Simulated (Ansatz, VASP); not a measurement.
## Two plane-wave programs on Co

```
CELL_PARAMETERS angstrom
2.40661 0.00000 0.00000
-1.20330 2.08419 0.00000
0.00000 0.00000 2.25568
ATOMIC_POSITIONS crystal
Co 0.00000 0.00000 0.00000
```

Alike in both runs: functional PBEsol; k mesh 9 × 9 × 8; occupations gaussian, width 0.1 eV; collinear spin.

Ansatz relaxed the structure, and its values are those at the end. VASP's run is a single point on that final structure, the one shown.

|  | VASP | Ansatz |
| --- | --- | --- |
| version | VASP 6.6.1 | Ansatz 0.2.0 |
| potentials or method | VASP PAW PBE potentials, release 64 (Co), cutoff 520 eV | scalar-relativistic, plane waves, PAW |
| valence electrons in the cell | 9 | 17 |

```tsv
	VASP	Ansatz	Ansatz less VASP
gap on the k mesh at the Fermi level (eV)	none	none	-
pressure (GPa)	-1.3	0.1	+1.35
net moment per atom (μB)	1.62	1.63	+0.007
size of the moment on the site where the two differ most (μB)	1.62	1.63	+0.013
```

VASP's potentials were made for PBE, not for PBEsol. Site moments also hang on the region over which each program counts them. A gap of «none» marks a metal or a gap that the smearing closes. VASP's potentials hold 9 valence electrons a cell and Ansatz's 17, so a difference there can come from the potentials and not from the codes.
